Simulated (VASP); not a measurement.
# NaCl (d3) (Fm-3m) in VASP: a series of runs, part 2 of 2

VASP 6.6.1. Earlier steps stand in the parts before.

**4. Relaxation of cell and atoms, PBE+D3(BJ)**

Input file INCAR:

```
PREC     = Accurate       # precision mode
ENCUT    = 500            # plane-wave cutoff, eV
EDIFF    = 1E-7           # SCF threshold, eV
ISMEAR   = 0              # smearing method
SIGMA    = 0.02           # smearing width, eV
LREAL    = False          # projectors in reciprocal space
LASPH    = True           # aspherical terms in the spheres
NELM     = 120            # most SCF steps
ALGO     = Normal         # electronic algorithm
ISIF     = 3              # what is computed and relaxed
LWAVE    = False          # write WAVECAR
LCHARG   = False          # write CHGCAR
GGA      = PE             # functional
IVDW     = 12             # dispersion correction
IBRION   = 2              # ionic algorithm
NSW      = 100            # ionic steps
EDIFFG   = -0.002         # ionic threshold
GGA_COMPAT= False        
NELMIN   = 4
```

Input file KPOINTS:

```
regular mesh
0
Gamma
  8 8 8
```

Input file POSCAR:

```
NaCl
1.0
    0.0000000000      2.8434500000      2.8434500000
    2.8434500000      0.0000000000      2.8434500000
    2.8434500000      2.8434500000      0.0000000000
Na Cl
1 1
Direct
    0.0000000000      0.0000000000      0.0000000000
    0.5000000000      0.5000000000      0.5000000000
```

Potentials or basis: VASP PAW PBE potentials, release 64 (Na_pv, Cl).

Run with:

```sh
$ cat potpaw_PBE.64/Na_pv/POTCAR potpaw_PBE.64/Cl/POTCAR > POTCAR
$ mpirun -np 1 vasp_std > vasp.out
```

OUTCAR:

```text
PREC = Accurate
   ENCUT = 500
   EDIFF = 1E-7
   ISMEAR = 0
   LREAL = False
   LASPH = True
   NELM = 120
   ISIF = 3
   GGA = PE
   IVDW = 12
   IBRION = 2
   NSW = 100
   EDIFFG = -0.002
   NELMIN = 4
 IVDW          = 12

 ion  position               nearest neighbor table
   1  0.000  0.000  0.000-
   2  0.500  0.500  0.500-

  LATTYP: Found a face centered cubic cell.
 ALAT       =     5.6869000000

  Lattice vectors:

 A1 = (   0.0000000000,   2.8434500000,   2.8434500000)
 A2 = (   2.8434500000,   0.0000000000,   2.8434500000)
 A3 = (   2.8434500000,   2.8434500000,   0.0000000000)

Analysis of symmetry for initial positions (statically):
=====================================================================
 Subroutine PRICEL returns:
 Original cell was already a primitive cell.

 Routine SETGRP: Setting up the symmetry group for a
 face centered cubic supercell.

 Subroutine GETGRP returns: Found 48 space group operations
 (whereof 48 operations were pure point group operations)
 out of a pool of 48 trial point group operations.

The static configuration has the point symmetry O_h .

Analysis of symmetry for dynamics (positions and initial velocities):
=====================================================================
 Subroutine PRICEL returns:
 Original cell was already a primitive cell.

[... 153 lines left out ...]
  ext. energy  EPLUGINS =         0.00000000
  ---------------------------------------------------
  free energy    TOTEN  =        -6.77760292 eV

  energy without entropy =       -6.77760292  energy(sigma->0) =       -6.77760292

------------------------ aborting loop because EDIFF is reached ----------------------------------------

 Edisp (eV)   -0.41799

 E8    (eV) :    -0.1750
[... 151 lines left out ...]
--------------------------------------- Ionic step        5  -------------------------------------------

 number of electron      14.0000008 magnetization

 Free energy of the ion-electron system (eV)
  ---------------------------------------------------
  ext. energy  EPLUGINS =         0.00000000
  ---------------------------------------------------
  free energy    TOTEN  =        -6.76396640 eV

  energy without entropy =       -6.76396640  energy(sigma->0) =       -6.76396640

 E-fermi :  -0.3440     XC(G=0):  -8.3111

 val. band max:       -0.5324221138   @ k =   0.0000   0.0000   0.0000
 cond. band min:       4.7082898690   @ k =   0.0000   0.0000   0.0000
 fundamental gap:      5.2407119828
 Fermi energy:        -0.3439777114

 k-point     1 :       0.0000    0.0000    0.0000
  band No.  band energies     occupation
      1     -21.2875      2.00000
      2     -21.2875      2.00000
      3     -21.2875      2.00000
      4     -13.2695      2.00000
      5      -0.5324      2.00000
      6      -0.5324      2.00000
      7      -0.5324      2.00000
      8       4.7083      0.00000
      9      10.6214      0.00000
     10      10.6214      0.00000
     11      10.6214      0.00000
[... 309 lines left out ...]
 k-point    24 :      -0.3750    0.2500    0.1250
  band No.  band energies     occupation
      1     -21.3149      2.00000
      2     -21.2968      2.00000
      3     -21.2924      2.00000
      4     -12.8627      2.00000
      5      -2.2723      2.00000
      6      -1.3399      2.00000
      7      -0.9700      2.00000
      8       7.8848      0.00000
      9       9.1524      0.00000
     10       9.8720      0.00000
     11      11.3251      0.00000

 [... further k-points ...]

------------------------ aborting loop because EDIFF is reached ----------------------------------------

 Edisp (eV)   -0.44433

 E8    (eV) :    -0.1858
[... 25 lines left out ...]
  FREE ENERGIE OF THE ION-ELECTRON SYSTEM (eV)
  ---------------------------------------------------
  free  energy   TOTEN  =        -7.2083013538 eV

  energy  without entropy=       -7.2083013538  energy(sigma->0) =       -7.20830135

 reached required accuracy - stopping structural energy minimisation
```

OSZICAR:

```text
N       E                     dE             d eps       ncg     rms          rms(c)
DAV:   1     0.957674862811E+02    0.95767E+02   -0.71837E+03   641   0.122E+03
DAV:   2     0.984158650820E+00   -0.94783E+02   -0.88786E+02   739   0.274E+02
DAV:   3    -0.681512819932E+01   -0.77993E+01   -0.77476E+01   758   0.800E+01
[... 43 lines left out ...]
DAV:   1    -0.676398523446E+01   -0.23450E-03   -0.42297E-04   722   0.320E-01    0.287E-02
DAV:   2    -0.676397068639E+01    0.14548E-04   -0.25653E-05   719   0.557E-02    0.115E-02
DAV:   3    -0.676396753890E+01    0.31475E-05   -0.65194E-06   725   0.297E-02    0.548E-03
DAV:   4    -0.676396642701E+01    0.11119E-05   -0.13714E-07   376   0.521E-03    0.354E-04
DAV:   5    -0.676396640218E+01    0.24833E-07   -0.31486E-08   319   0.304E-03
   5 F= -.72083014E+01 E0= -.72083014E+01  d E =0.446114E-06
```

Wall time 39 s (1 thread of Intel Xeon Platinum 8488C (Sapphire Rapids), shared host); peak memory 0.17 GiB.

Results:

- Free energy: -7.2083 eV
- Relaxed volume: 21.68 Å³/atom
- Relaxed cell: a = 3.944 Å, b = 3.944 Å, c = 3.944 Å, α = 60.00°, β = 60.00°, γ = 60.00°
- Space group after relaxing (to 0.05 Å): Fm-3m (No. 225)
- Energy gained by relaxing: 6.4 meV/atom
- Ionic steps: 5
- Pressure after relaxing: 0.0 GPa
- Band gap on the k mesh: 5.24 eV, direct
- Dispersion energy per atom: -0.222 eV

The path:
```
step  energy change (eV)  largest force (eV/Å)  pressure (GPa)  volume (Å³)
   1              0.0000                0.0000           -1.46        45.98
   2             -0.0097                0.0000           -0.76        44.60
   3             -0.0127                0.0000           -0.06        43.44
   4             -0.0127                0.0000            0.02        43.35
   5             -0.0127                0.0000           -0.01        43.37
```

Final structure:
```
Na Cl
1.0
     0.00000    2.78850    2.78850
     2.78850    0.00000    2.78850
     2.78850    2.78850    0.00000
Na Cl
1 1
Direct
  0.00000 0.00000 0.00000
  0.50000 0.50000 0.50000
```

Levels at points of the mesh, in eV from the valence-band top:
```
           k point  band 4  band 5  band 6  band 7  band 8  band 9  band 10  band 11
(0.00, 0.00, 0.00)  -12.74    0.00    0.00    0.00    5.24   11.15    11.15    11.15
(0.50, 0.00, 0.00)  -12.36   -2.03   -0.28   -0.28    7.33   10.90    11.05    11.05
(0.50, 0.50, 0.00)  -12.32   -1.75   -0.63   -0.63    7.63    8.05    11.56    15.08
```

**5. The runs side by side**

```tsv
task	cell	k mesh	smearing	gap on the mesh (eV)	pressure (GPa)
single point	a = 4.021 Å, angles 60.0°, 2 atoms	6 × 6 × 6	gaussian 0.1 eV	5.01	-1.5
single point	a = 3.945 Å, angles 60.0°, 2 atoms	8 × 8 × 8	gaussian 0.02 eV	5.24	-0.1
relaxation of cell and atoms	relaxed from a = 4.021 Å, angles 60.0°, 2 atoms	8 × 8 × 8	gaussian 0.02 eV	5.24	0.0
```

Alike in all rows: level PBE+D3(BJ); potentials or basis VASP PAW PBE potentials, release 64 (Na_pv, Cl); no spin polarisation; cutoff (eV) 500.

Absolute energies hang on the potentials; compare differences alone.
